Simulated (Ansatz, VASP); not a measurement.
**One calculation of Pt, two programs**

```
CELL_PARAMETERS angstrom
0.00000 2.01095 2.01095
2.01095 0.00000 2.01095
2.01095 2.01095 0.00000
ATOMIC_POSITIONS crystal
Pt 0.00000 0.00000 0.00000
```

Alike in both runs: task single point; functional PBE; k mesh 22 × 22 × 22; occupations fermi-dirac, width 0.05 eV; collinear spin.

|  | VASP | Ansatz |
| --- | --- | --- |
| version | VASP 6.6.1 | Ansatz 0.2.0 |
| potentials or method | VASP PAW PBE potentials, release 64 (Pt), cutoff 520 eV | plane waves (420 eV) with PAW, scalar-relativistic |
| valence electrons in the cell | 10 | 18 |

Ansatz gave:

| Quantity | Value |
| --- | --- |
| pressure (GPa) | -8.6 |
| net moment per atom (μB) | 0.00 |

Task: What did VASP give for the same quantities?

Result: Pressure (GPa): -9.1; net moment per atom (μB): 0.00.

With one functional, cell and mesh, what is left measures potentials, basis and numerics. VASP's potentials hold 10 valence electrons a cell and Ansatz's 18, so a difference there can come from the potentials and not from the codes. Ansatz's warnings: seeded moment not kept.

Spin-orbit coupling is off throughout.
